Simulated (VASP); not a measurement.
A run of VASP 6.6.1:

File INCAR:

```
SYSTEM = BiTe
ALGO     = Normal         ! electronic algorithm
EDIFF    = 1E-7           ! SCF threshold, eV
ENCUT    = 520            ! plane-wave cutoff, eV
GGA      = PE             ! functional
ISIF     = 2              ! what is computed and relaxed
ISMEAR   = -1             ! smearing method
LASPH    = .TRUE.         ! aspherical terms in the spheres
LCHARG   = .TRUE.         ! write CHGCAR
LELF     = .TRUE.         ! ELF
LREAL    = .FALSE.        ! projectors in reciprocal space
LVHAR    = .TRUE.       
LWAVE    = .FALSE.        ! write WAVECAR
NBANDS   = 18             ! bands
NELM     = 100            ! most SCF steps
PREC     = Accurate       ! precision mode
SIGMA    = 0.05           ! smearing width, eV
```

File KPOINTS:

```
k-points
0
G
  13 13 13
  0 0 0
```

The input POSCAR:

```
BiTe
1.0
    0.0000000000      3.2984474805      3.2984474805
    3.2984474805      0.0000000000      3.2984474805
    3.2984474805      3.2984474805      0.0000000000
Bi Te
1 1
Direct
    0.0000000000      0.0000000000      0.0000000000
    0.5000000000      0.5000000000      0.5000000000
```

Potentials or basis: VASP PAW PBE potentials, release 64 (Bi_d, Te).

Command:

```bash
$ cat potpaw_PBE.64/Bi_d/POTCAR potpaw_PBE.64/Te/POTCAR > POTCAR
$ mpirun -np 1 vasp_std > vasp.out
```

Hardware: 1 thread of AMD EPYC 7R13, with other jobs on the host.

Problem. How long does it take, and how much memory?

Solution. Run time: 4 min on 1 thread of AMD EPYC 7R13 (shared host), peak memory 0.24 GiB. Counts: scf iterations 13, k points 84.
